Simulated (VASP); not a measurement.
Write the native input for VASP 6.6.1 that does the following.

```
Task                   : single point
Functional             : r2SCAN
Potentials or basis    : VASP PAW PBE potentials, release 64 (Rh_pv, Lu, Pb_d)
Cutoff                 : 520 eV
k mesh                 : 6 × 6 × 6
Occupations            : fermi-dirac, width 0.0703 eV
Spin                   : no spin polarisation
Hubbard terms          : Rh d U = 3.15 eV, J = 0.71 eV
Dipole correction      : no
LDAUTYPE               : 1
Hund's J               : 0.71
Further INCAR settings : ALGO = Normal; EDIFF = 1e-06; NBANDS = 50
```

Crystal: LuRh3Pb.

```
CELL_PARAMETERS angstrom
4.52034 0.00000 0.00000
0.00000 4.52034 0.00000
0.00000 0.00000 4.52034
ATOMIC_POSITIONS crystal
Rh 0.00000 0.50000 0.50000
Rh 0.50000 0.00000 0.50000
Rh 0.50000 0.50000 0.00000
Lu 0.00000 0.00000 0.00000
Pb 0.50000 0.50000 0.50000
```

These files were run (other wordings do the same):

POSCAR

```
LuRh3Pb
1.0
    4.5203352100      0.0000000000      0.0000000000
    0.0000000000      4.5203352100      0.0000000000
    0.0000000000      0.0000000000      4.5203352100
Rh Lu Pb
3 1 1
Direct
    0.0000000000      0.5000000000      0.5000000000
    0.5000000000      0.0000000000      0.5000000000
    0.5000000000      0.5000000000      0.0000000000
    0.0000000000      0.0000000000      0.0000000000
    0.5000000000      0.5000000000      0.5000000000
```

INCAR.step1

```
SYSTEM = LuRh3Pb
PREC     = Accurate       ! precision mode
ENCUT    = 520            ! plane-wave cutoff, eV
ISMEAR   = -1             ! smearing method
SIGMA    = 0.0703         ! smearing width, eV
LREAL    = .FALSE.        ! projectors in reciprocal space
LASPH    = .TRUE.         ! aspherical terms in the spheres
NELM     = 150            ! most SCF steps
LMAXMIX  = 4              ! l up to which the mixer works
LDAU     = .TRUE.         ! DFT+U
LDAUTYPE = 1            
LDAUL    = 2 -1 -1        ! shell
LDAUU    = 3.15 0 0       ! U, eV
LDAUJ    = 0.71 0 0     
NBANDS   = 50             ! bands
GGA      = PE             ! functional
ALGO     = Normal         ! electronic algorithm
EDIFF    = 1E-4           ! SCF threshold, eV
LWAVE    = .TRUE.         ! write WAVECAR
LCHARG   = .FALSE.        ! write CHGCAR
```

INCAR.step2

```
SYSTEM = LuRh3Pb
PREC     = Accurate       ! precision mode
ENCUT    = 520            ! plane-wave cutoff, eV
EDIFF    = 1E-6           ! SCF threshold, eV
ISMEAR   = -1             ! smearing method
SIGMA    = 0.0703         ! smearing width, eV
LREAL    = .FALSE.        ! projectors in reciprocal space
LASPH    = .TRUE.         ! aspherical terms in the spheres
NELM     = 150            ! most SCF steps
ALGO     = Normal         ! electronic algorithm
ISIF     = 2              ! what is computed and relaxed
LWAVE    = .FALSE.        ! write WAVECAR
LCHARG   = .FALSE.        ! write CHGCAR
LMAXMIX  = 4              ! l up to which the mixer works
LDAU     = .TRUE.         ! DFT+U
LDAUTYPE = 1            
LDAUL    = 2 -1 -1        ! shell
LDAUU    = 3.15 0 0       ! U, eV
LDAUJ    = 0.71 0 0     
LDAUPRINT= 1            
METAGGA  = R2SCAN         ! meta-GGA
LMIXTAU  = .TRUE.       
NBANDS   = 50             ! bands
ISTART   = 1
```

KPOINTS

```
regular mesh
0
G
  6 6 6
  0 0 0
```

Potentials or basis: VASP PAW PBE potentials, release 64 (Rh_pv, Lu, Pb_d).

Command:

```sh
$ cat potpaw_PBE.64/Rh_pv/POTCAR potpaw_PBE.64/Lu/POTCAR potpaw_PBE.64/Pb_d/POTCAR > POTCAR
$ cp INCAR.step1 INCAR
$ mpirun -np 1 vasp_std > vasp.out
$ cp INCAR.step2 INCAR
$ mpirun -np 1 vasp_std > vasp.out
```

Results of the run:

```
Pressure               : 38.2 GPa
Band gap on the k mesh : zero (band 42 reaches 8.71 eV, above the bottom of band 43 at 7.48 eV)
```

Caveat: the PAW data sets were made with another functional, which shifts forces and pressure a little; spin-orbit coupling is left out, which moves the levels of the heavy elements; U without spin polarisation on a metal has little footing; the U is typed as a test and isn't derived for this compound.

Run time: 3 min on 1 thread of AMD EPYC 9R45 96-Core Processor (Zen 5), with other jobs on the host, peak memory 0.24 GiB.
